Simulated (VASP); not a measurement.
Input of a VASP 6.6.1 run:

Contents of INCAR:

```
SYSTEM = Al3B2W
  PREC = Accurate
  ENCUT = 500
  EDIFF = 1E-6
  ISMEAR = 0
  SIGMA = 0.2
  LREAL = .FALSE.
  LASPH = .TRUE.
  NELM = 120
  ALGO = Normal
  ISIF = 2
  LWAVE = .FALSE.
  LCHARG = .FALSE.
  GGA = PE
  NBANDS = 24
  GGA_COMPAT = .FALSE.
```

KPOINTS

```
Automatic mesh
0
G
  5 5 2
  0 0 0
```

POSCAR

```
Al3B2W
1.0
    3.5177717724      0.0000000000      0.0000000000
    0.0000000000      3.5177717724      0.0000000000
    0.0000000000      0.0000000000      5.9940001446
Al B W
3 2 1
Direct
    0.0000000000      0.5000000000      0.3644777878
    0.5000000000      0.0000000000      0.6355222122
    0.5000000000      0.5000000000      0.0000000000
    0.0000000000      0.5000000000      0.7260371300
    0.5000000000      0.0000000000      0.2739628700
    0.0000000000      0.0000000000      0.0000000000
```

Potentials or basis: VASP PAW PBE potentials, release 64 (Al, B, W_sv).

The run is started by

```console
$ cat potpaw_PBE.64/Al/POTCAR potpaw_PBE.64/B/POTCAR potpaw_PBE.64/W_sv/POTCAR > POTCAR
$ mpirun -np 1 vasp_std > vasp.out
```

(1) Predict the largest force.

(2) Predict the pressure.

## Answers

(1) 0.018 eV/Å.

(2) 0.2 GPa.

Caveat: the k points lie up to 0.52 Å⁻¹ apart.
